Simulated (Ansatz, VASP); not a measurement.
## Two plane-wave programs on W

```xyz
1
Lattice="-1.6334 1.6334 1.6334 1.6334 -1.6334 1.6334 1.6334 1.6334 -1.6334" Properties=species:S:1:pos:R:3 pbc="T T T"
W     0.0000    0.0000    0.0000
```

Alike in both runs: task single point; functional r2SCAN; k mesh 13 × 13 × 13; no spin polarisation.

```csv
,VASP,Ansatz
version,VASP 6.6.1,Ansatz 0.2.0
potentials or method,"VASP PAW PBE potentials, release 64 (W_sv), cutoff 520 eV","plane waves, PAW"
occupations,"methfessel-paxton of order 1, width 0.05 eV","cold, width 0.05 eV"
valence electrons in the cell,14,14
```

Ansatz gave:

| Item | Value |
| --- | --- |
| pressure (GPa) | -24.4 |

Question: What did VASP give for the same quantities?

Answer: Pressure (GPa): -23.6.

VASP's potentials were made for PBE, not for r2SCAN.

Neither program's run includes spin-orbit coupling.
